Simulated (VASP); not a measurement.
A run of VASP 6.6.1 is set up as follows.

INCAR

```
PREC = Accurate
ENCUT = 520
EDIFF = 1E-6
ISMEAR = 0
SIGMA = 0.02
LREAL = False
LASPH = True
NELM = 60
ALGO = Normal
ISIF = 2
LWAVE = False
LCHARG = True
LDIPOL = True
IDIPOL = 3
DIPOL = 0.5 0.5 0.500
GGA = PE
IVDW = 12
LELF = True
LVHAR = True
LVACPOTAV = True
NBANDS = 12
```

KPOINTS

```
Automatic mesh
0
Gamma
  9 9 1
```

The input POSCAR:

```
As
1.0
    3.3480000000      0.0000000000      0.0000000000
   -1.6740000000      2.8994530519      0.0000000000
    0.0000000000      0.0000000000     28.5742413766
As
2
Direct
    0.3333333333      0.6666666667      0.4790370638
    0.6666666667      0.3333333333      0.5209629362
```

Potentials or basis: VASP PAW PBE potentials, release 64 (As).

Command:

```sh
$ cat potpaw_PBE.64/As/POTCAR > POTCAR
$ mpirun -np 1 vasp_std > vasp.out
```

Problem. Predict the dispersion energy per atom.

Solution. -0.245 eV.

Problem. Predict the largest force.

Solution. 4.836 eV/Å.

Problem. Estimate the band gap on the k mesh.

Solution. 1.75 eV, indirect (least direct gap 2.08 eV).

Forces in eV/Å, atoms in the order of the input:
```
As   0.000  0.000 -4.836
As   0.000  0.000  4.836
```
